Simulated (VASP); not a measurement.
# SrTe (Fm-3m) in VASP: a series of runs

SrTe is run at these levels: PBE+D3(BJ); tasks: single point.

All numbers are computed with VASP 6.6.1; they aren't measurements. Logs are shortened: lines on timing, memory, paths and dates and some standing lists are left out, and cuts for length are marked.

## 1. The cell of the first run

The structure is cubic, space group Fm-3m (No. 225). Conventional cell: a = 6.510 Å, b = 6.510 Å, c = 6.510 Å, α = 90.00°, β = 90.00°, γ = 90.00°. Within 4.3 Å of Sr (site symmetry m-3m) lie 6 Te at 3.26 Å. Within 4.3 Å of Te (site symmetry m-3m) lie 6 Sr at 3.26 Å.

## 2. Single point, PBE+D3(BJ) (34.49 Å³/atom)

Contents of INCAR:

```
SYSTEM = SrTe
PREC = Accurate ; ENCUT = 500
EDIFF = 1E-6 ; ISMEAR = 0
SIGMA = 0.05 ; LREAL = .False.
LASPH = .True. ; NELM = 120
ALGO = Normal ; ISIF = 2
LWAVE = .False. ; LCHARG = .False.
GGA = PE ; IVDW = 12
NBANDS = 15 ; GGA_COMPAT = .False.
```

Contents of KPOINTS:

```
regular mesh
0
Gamma
  6 6 6
  0 0 0
```

Contents of POSCAR:

```
SrTe
1.0
    0.0000000000      3.2550194317      3.2550194317
    3.2550194317      0.0000000000      3.2550194317
    3.2550194317      3.2550194317      0.0000000000
Sr Te
1 1
Direct
    0.5000000000      0.5000000000      0.5000000000
    0.0000000000      0.0000000000      0.0000000000
```

Potentials or basis: VASP PAW PBE potentials, release 64 (Sr_sv, Te).

Launch:

```bash
$ cat potpaw_PBE.64/Sr_sv/POTCAR potpaw_PBE.64/Te/POTCAR > POTCAR
$ mpirun -np 1 vasp_std > vasp.out
```

OUTCAR:

```text
SYSTEM = SrTe
   PREC = Accurate
   ENCUT = 500
   EDIFF = 1E-6
   ISMEAR = 0
   LREAL = .False.
   LASPH = .True.
   NELM = 120
   ISIF = 2
   GGA = PE
   IVDW = 12
 IVDW          = 12

 ion  position               nearest neighbor table
   1  0.500  0.500  0.500-   2 3.26   2 3.26   2 3.26   2 3.26   2 3.26   2 3.26
   2  0.000  0.000  0.000-   1 3.26   1 3.26   1 3.26   1 3.26   1 3.26   1 3.26

  LATTYP: Found a face centered cubic cell.
 ALAT       =     6.5100388634

  Lattice vectors:

 A1 = (   0.0000000000,   3.2550194317,   3.2550194317)
 A2 = (   3.2550194317,   0.0000000000,   3.2550194317)
 A3 = (   3.2550194317,   3.2550194317,   0.0000000000)

Analysis of symmetry for initial positions (statically):
=====================================================================
 Subroutine PRICEL returns:
 Original cell was already a primitive cell.

 Routine SETGRP: Setting up the symmetry group for a
 face centered cubic supercell.

 Subroutine GETGRP returns: Found 48 space group operations
 (whereof 48 operations were pure point group operations)
 out of a pool of 48 trial point group operations.

The static configuration has the point symmetry O_h .

Analysis of symmetry for dynamics (positions and initial velocities):
=====================================================================
 Subroutine PRICEL returns:
 Original cell was already a primitive cell.

 Routine SETGRP: Setting up the symmetry group for a
 face centered cubic supercell.

 Subroutine GETGRP returns: Found 48 space group operations
 (whereof 48 operations were pure point group operations)
 out of a pool of 48 trial point group operations.

The dynamic configuration has the point symmetry O_h .

 Subroutine INISYM returns: Found 48 space group operations
 (whereof 48 operations are pure point group operations),
 and found     1 'primitive' translations

----------------------------------------------------------------------------------------

                                     Primitive cell

  volume of cell :      68.9748

  direct lattice vectors                    reciprocal lattice vectors
     0.000000000  3.255019432  3.255019432    -0.153608914  0.153608914  0.153608914
     3.255019432  0.000000000  3.255019432     0.153608914 -0.153608914  0.153608914
     3.255019432  3.255019432  0.000000000     0.153608914  0.153608914 -0.153608914

  length of vectors
     4.603292626  4.603292626  4.603292626     0.266058444  0.266058444  0.266058444

  position of ions in fractional coordinates (direct lattice)
     0.500000000  0.500000000  0.500000000
     0.000000000  0.000000000  0.000000000

  ion indices of the primitive-cell ions
   primitive index   ion index
                 1           1
                 2           2

----------------------------------------------------------------------------------------

 KPOINTS: regular mesh

Automatic generation of k-mesh.
 Grid dimensions read from file:
 generate k-points for:    6    6    6

 Generating k-lattice:

  Cartesian coordinates                     Fractional coordinates (reciprocal lattice)
    -0.025601486  0.025601486  0.025601486     0.166666667  0.000000000  0.000000000
     0.025601486 -0.025601486  0.025601486     0.000000000  0.166666667  0.000000000
     0.025601486  0.025601486 -0.025601486     0.000000000  0.000000000  0.166666667

  Length of vectors
     0.044343074  0.044343074  0.044343074

  Shift w.r.t. Gamma in fractional coordinates (k-lattice)
     0.000000000  0.000000000  0.000000000

 Subroutine IBZKPT returns following result:
 ===========================================

 Found     16 irreducible k-points:

 Following reciprocal coordinates:
            Coordinates               Weight
  0.000000  0.000000  0.000000      1.000000
  0.166667  0.000000  0.000000      8.000000
  0.333333  0.000000  0.000000      8.000000
  0.500000  0.000000  0.000000      4.000000
  0.166667  0.166667  0.000000      6.000000
  0.333333  0.166667  0.000000     24.000000
[... 8 lines left out ...]
 -0.333333  0.333333  0.166667     24.000000
 -0.333333  0.500000  0.166667     12.000000
   k-points           NKPTS =     16   k-points in BZ     NKDIM =     16   number of bands    NBANDS=     15
   number of dos      NEDOS =    301   number of ions     NIONS =      2
   total plane-waves  NPLWV =  46656
   dimension x,y,z NGX =    36 NGY =   36 NGZ =   36
   dimension x,y,z NGXF=    72 NGYF=   72 NGZF=   72
   ions per type =               1   1
   NGX,Y,Z   is equivalent  to a cutoff of  13.00, 13.00, 13.00 a.u.
   NGXF,Y,Z  is equivalent  to a cutoff of  26.00, 26.00, 26.00 a.u.
 SYSTEM =  SrTe
   PREC   = accura    normal or accurate (medium, high low for compatibility)
   ISTART =      0    job   : 0-new  1-cont  2-samecut
   ICHARG =      2    charge: 1-file 2-atom 10-const
   ISPIN  =      1    spin polarized calculation?
   LNONCOLLINEAR =      F non collinear calculations
   LSORBIT =      F    spin-orbit coupling
   LASPH  =      T    aspherical Exc in radial PAW
   ENCUT  =  500.0 eV  36.75 Ry    6.06 a.u.   8.39  8.39  8.39*2*pi/ulx,y,z
   NELM   =    120;   NELMIN=  2; NELMDL= -5     # of ELM steps
   EDIFF  = 0.1E-05   stopping-criterion for ELM
   LREAL  =      F    real-space projection
   EDIFFG = 0.1E-04   stopping-criterion for IOM
   NSW    =      0    number of steps for IOM
   IBRION =     -1    ionic relax: 0-MD 1-quasi-New 2-CG
   NFREE  =      0    steps in history (QN), initial steepest desc. (CG)
   ISIF   =      2    stress and relaxation
   ISYM   =      2    0-nonsym 1-usesym 2-fastsym
   POTIM  = 0.5000    time-step for ionic-motion
   TEBEG  =    0.0;   TEEND  =   0.0 temperature during run
   PSTRESS=    0.0 pullay stress
   NELECT =      16.0000    total number of electrons
   NUPDOWN=      -1.0000    fix difference up-down
   EMIN   =  10.00;   EMAX   =-10.00  energy-range for DOS
   EFERMI =   0.00;   METHOD = LEGACY
   ISMEAR =     0;   SIGMA  =   0.05  broadening in eV -4-tet -1-fermi 0-gaus
   EFERMI_NEDOS =   21; number of points for ismear=-14 and -15
   IALGO  =     38    algorithm
   IMIX   =      4    mixing-type and parameters
     AMIX     =   0.40;   BMIX     =  1.00
     AMIX_MAG =   1.60;   BMIX_MAG =  1.00
  volume/ion in A,a.u.               =      34.49       232.73
  Fermi-wavevector in a.u.,A,eV,Ry     =   1.005892  1.900860 13.766622  1.011818
  Thomas-Fermi vector in A             =   2.138600
   LORBIT       =      0    0 simple, 1 ext, 2 COOP (PROOUT), +10 PAW based schemes
   GGA     = PE    functional components
   LHFCALC =     F    Hartree Fock is set to
   AEXX    =    0.0000 exact exchange contribution
   IVDW    =    12    specifies the selected vdW correction
   LEPSILON=     F    determine dielectric tensor
   LRPA    =     F    only Hartree local field effects (RPA)
 non-spin polarized calculation
 Gauss-broadening in eV      SIGMA  =   0.05
  energy-cutoff  :      500.00
  volume of cell :       68.97
 maximum number of plane-waves:      1807
 NGX is ok and might be reduce to    36
   NGX = 17   NGY = 17   NGZ = 17

 number of electron      16.0000000 magnetization

 Free energy of the ion-electron system (eV)
  ---------------------------------------------------
  ext. energy  EPLUGINS =         0.00000000
  ---------------------------------------------------
  free energy    TOTEN  =        -8.18921889 eV

  energy without entropy =       -8.18921889  energy(sigma->0) =       -8.18921889

 E-fermi :   3.6269     XC(G=0):  -8.7985

 val. band max:        3.3695857511   @ k =   0.0000   0.0000   0.0000
 cond. band min:       4.8688624238   @ k =   0.5000   0.5000   0.0000
 fundamental gap:      1.4992766727
 Fermi energy:         3.6268584636

 k-point     1 :       0.0000    0.0000    0.0000
  band No.  band energies     occupation
      1     -31.1485      2.00000
      2     -13.1627      2.00000
      3     -13.1627      2.00000
      4     -13.1627      2.00000
      5      -6.8370      2.00000
      6       3.3696      2.00000
      7       3.3696      2.00000
      8       3.3696      2.00000
      9       6.5378      0.00000
     10       6.5606      0.00000
     11       6.5606      0.00000
     12       6.5606      0.00000
     13       7.2846      0.00000
     14       7.2846      0.00000
     15      10.8536      0.00000

 k-point     2 :       0.1667    0.0000    0.0000
  band No.  band energies     occupation
      1     -31.1468      2.00000
      2     -13.2091      2.00000
      3     -13.1643      2.00000
      4     -13.1643      2.00000
      5      -6.6570      2.00000
      6       2.2547      2.00000
      7       2.9446      2.00000
      8       2.9446      2.00000
      9       6.5235      0.00000
     10       6.9438      0.00000
     11       6.9438      0.00000
     12       7.9041      0.00000
     13       8.0841      0.00000
     14       8.0841      0.00000
     15      11.7871      0.00000

 k-point     3 :       0.3333    0.0000    0.0000
  band No.  band energies     occupation
      1     -31.1436      2.00000
      2     -13.2983      2.00000
      3     -13.1677      2.00000
      4     -13.1677      2.00000
      5      -6.2668      2.00000
      6       0.8495      2.00000
      7       2.3432      2.00000
      8       2.3432      2.00000
      9       6.7966      0.00000
     10       7.8885      0.00000
     11       7.8885      0.00000
     12       9.3070      0.00000
     13       9.7726      0.00000
     14       9.7726      0.00000
     15      11.8900      0.00000

 k-point     4 :       0.5000    0.0000    0.0000
  band No.  band energies     occupation
      1     -31.1420      2.00000
      2     -13.3411      2.00000
      3     -13.1694      2.00000
      4     -13.1694      2.00000
      5      -6.0506      2.00000
      6       0.2785      2.00000
      7       2.1065      2.00000
      8       2.1065      2.00000
      9       7.3041      0.00000
     10       8.6566      0.00000
     11       8.8155      0.00000
     12       8.8155      0.00000
     13      10.2228      0.00000
     14      10.2228      0.00000
     15      11.6507      0.00000
[... 163 lines left out ...]
 k-point    14 :       0.5000    0.3333    0.1667
  band No.  band energies     occupation
      1     -31.1414      2.00000
      2     -13.2791      2.00000
      3     -13.2136      2.00000
      4     -13.1851      2.00000
      5      -6.2226      2.00000
      6       0.9926      2.00000
      7       2.1402      2.00000
      8       2.1876      2.00000
      9       6.3999      0.00000
     10       8.1032      0.00000
     11       8.6909      0.00000
     12       9.0589      0.00000
     13       9.2609      0.00000
     14      10.2572      0.00000
     15      11.6828      0.00000

 k-point    15 :      -0.3333    0.3333    0.1667
  band No.  band energies     occupation
      1     -31.1403      2.00000
      2     -13.2824      2.00000
      3     -13.2258      2.00000
      4     -13.1953      2.00000
      5      -6.1521      2.00000
      6       1.0425      2.00000
      7       1.7579      2.00000
      8       2.0683      2.00000
      9       7.3385      0.00000
     10       7.3478      0.00000
     11       8.7248      0.00000
     12       9.3909      0.00000
     13       9.4865      0.00000
     14      10.6550      0.00000
     15      12.1365      0.00000

 k-point    16 :      -0.3333    0.5000    0.1667
  band No.  band energies     occupation
      1     -31.1397      2.00000
      2     -13.2618      2.00000
      3     -13.2269      2.00000
      4     -13.2192      2.00000
      5      -6.2204      2.00000
      6       1.4260      2.00000
      7       1.8873      2.00000
      8       1.9959      2.00000
      9       6.1521      0.00000
     10       7.9487      0.00000
     11       8.4750      0.00000
     12       9.2870      0.00000
     13       9.7223      0.00000
     14      10.1578      0.00000
     15      12.2102      0.00000

------------------------ aborting loop because EDIFF is reached ----------------------------------------

 Edisp (eV)   -0.72764

 E8    (eV) :    -0.3639

  FORCE on cell =-STRESS in cart. coord.  units (eV):
  Direction    XX          YY          ZZ          XY          YZ          ZX
  --------------------------------------------------------------------------------------
  -------------------------------------------------------------------------------------
  Total       0.89707     0.89707     0.89707     0.00000    -0.00000    -0.00000
  in kB      20.83762    20.83762    20.83762     0.00000    -0.00000    -0.00000
  external pressure =       20.84 kB  Pullay stress =        0.00 kB

 VOLUME and BASIS-vectors are now :
 -----------------------------------------------------------------------------
  energy-cutoff  :      500.00
  volume of cell :       68.97
      direct lattice vectors                 reciprocal lattice vectors
     0.000000000  3.255019432  3.255019432    -0.153608914  0.153608914  0.153608914
     3.255019432  0.000000000  3.255019432     0.153608914 -0.153608914  0.153608914
     3.255019432  3.255019432  0.000000000     0.153608914  0.153608914 -0.153608914

 POSITION                                       TOTAL-FORCE (eV/Angst)
 -----------------------------------------------------------------------------------
      3.25502      3.25502      3.25502        -0.000000     -0.000000      0.000000
      0.00000      0.00000      0.00000         0.000000      0.000000     -0.000000
 -----------------------------------------------------------------------------------
    total drift:                                0.000000      0.000000      0.000000

  FREE ENERGIE OF THE ION-ELECTRON SYSTEM (eV)
  ---------------------------------------------------
  free  energy   TOTEN  =        -8.9168611220 eV

  energy  without entropy=       -8.9168611220  energy(sigma->0) =       -8.91686112
```

It took 18 s on 1 thread of Intel Xeon 8259CL, shared host; peak memory 0.22 GiB.

Results:

```yaml
Free_energy: -8.9169 eV
Pressure: 2.1 GPa
Band_gap_on_the_k_mesh: 1.50 eV (least direct gap 2.29 eV)
Dispersion_energy_per_atom: -0.364 eV
```

Caveat: spin-orbit coupling is left out, which moves the levels of the heavy elements. A k mesh can miss the band edges.

## 3. Single point, PBE+D3(BJ) (34.81 Å³/atom)

This run uses another cell than the first one, of 34.81 Å³/atom.

Contents of INCAR:

```
PREC     = Accurate       # precision mode
ENCUT    = 500            # plane-wave cutoff, eV
EDIFF    = 1E-6           # SCF threshold, eV
ISMEAR   = 0              # smearing method
SIGMA    = 0.05           # smearing width, eV
LREAL    = F              # projectors in reciprocal space
LASPH    = T              # aspherical terms in the spheres
NELM     = 120            # most SCF steps
ALGO     = Normal         # electronic algorithm
ISIF     = 2              # what is computed and relaxed
LWAVE    = F              # write WAVECAR
LCHARG   = F              # write CHGCAR
GGA      = PE             # functional
IVDW     = 12             # dispersion correction
NBANDS   = 15             # bands
GGA_COMPAT= F
```

Contents of KPOINTS:

```
Automatic mesh
0
Gamma
  6 6 6
```

Contents of POSCAR:

```
SrTe
1.0
    0.0000000000      3.2651777884      3.2651777884
    3.2651777884      0.0000000000      3.2651777884
    3.2651777884      3.2651777884      0.0000000000
Sr Te
1 1
Direct
    0.5000000000      0.5000000000      0.5000000000
    0.0000000000      0.0000000000      0.0000000000
```

Potentials or basis: VASP PAW PBE potentials, release 64 (Sr_sv, Te).

Launch:

```bash
$ cat potpaw_PBE.64/Sr_sv/POTCAR potpaw_PBE.64/Te/POTCAR > POTCAR
$ mpirun -np 1 vasp_std > vasp.out
```

It took 20 s on 1 thread of Intel Xeon 8259CL, shared host; peak memory 0.21 GiB.

The run converged. Its results:

| Property | Result |
| --- | --- |
| Free energy | -8.9245 eV |
| Pressure | 1.7 GPa |
| Band gap on the k mesh | 1.53 eV (least direct gap 2.31 eV) |
| Dispersion energy per atom | -0.360 eV |

Levels at points of the mesh, in eV from the valence-band top:
```csv
k point,band 6,band 7,band 8,band 9,band 10,band 11
"(0.00, 0.00, 0.00)",0.00,0.00,0.00,3.12,3.20,3.20
"(0.50, 0.00, 0.00)",-3.06,-1.24,-1.24,3.93,5.27,5.43
"(0.50, 0.50, 0.00)",-2.10,-0.79,-0.79,1.53,4.10,4.89
```

Caveat: spin-orbit coupling is left out, which moves the levels of the heavy elements.
